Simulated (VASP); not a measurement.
The system is GeF5.

```
CELL_PARAMETERS angstrom
6.36266 0.00000 0.00000
-3.18133 5.51022 0.00000
0.00000 0.00000 2.77245
ATOMIC_POSITIONS crystal
Ge 0.00000 0.00000 0.50000
F 0.50000 0.00000 0.00000
F 0.00000 0.50000 0.00000
F 0.50000 0.50000 0.00000
F 0.33333 0.66667 0.00000
F 0.66667 0.33333 0.00000
```

The cell was built from a structure type or drawn by symmetry, and may not be a known phase.

| Property | Result |
| --- | --- |
| Program | VASP 6.6.1 |
| Task | relaxation of cell and atoms |
| Functional | PBE |
| Potentials or basis | VASP PAW PBE potentials, release 64 (Ge_d, F) |
| Cutoff | 600 eV |
| k mesh | 3 × 3 × 6 |
| Occupations | gaussian, width 0.1 eV |
| Spin | no spin polarisation |

At the start: pressure 1.5 GPa; volume 16.20 Å³/atom.

How do energy, volume and symmetry change on relaxing?

Over 6 steps the energy falls by 27.0 meV/atom and the volume is 17.86 Å³/atom (+10.2 %); space group P6/mmm (No. 191, to 0.1 Å) before and after.

Step by step:
| step | energy change (eV) | largest force (eV/Å) | pressure (GPa) | volume (Å³) |
| --- | --- | --- | --- | --- |
| 1 | 0.0000 | 0.0000 | 1.47 | 97.20 |
| 2 | -0.0708 | 0.0000 | 1.55 | 99.28 |
| 3 | -0.1505 | 0.0000 | 1.03 | 105.44 |
| 4 | -0.1527 | 0.0000 | 1.11 | 104.55 |
| 5 | -0.1607 | 0.0000 | -0.38 | 108.08 |
| 6 | -0.1619 | 0.0000 | -0.05 | 107.13 |

Final structure:
```xyz
6
Lattice="6.3795 0.0000 0.0000 -3.1898 5.5248 0.0000 0.0000 0.0000 3.0396" Properties=species:S:1:pos:R:3 pbc="T T T"
Ge    0.0000    0.0000    1.5198
F     3.1898    0.0000    0.0000
F    -1.5949    2.7624    0.0000
F     1.5949    2.7624    0.0000
F     0.0000    3.6832    0.0000
F     3.1898    1.8416    0.0000
```

Caveat: the k points lie up to 0.38 Å⁻¹ apart in the final cell, too coarse for converged energies and pressures of a metal; an odd number of electrons without spin polarisation forces a metal; a magnetic or distorted state may lie lower.
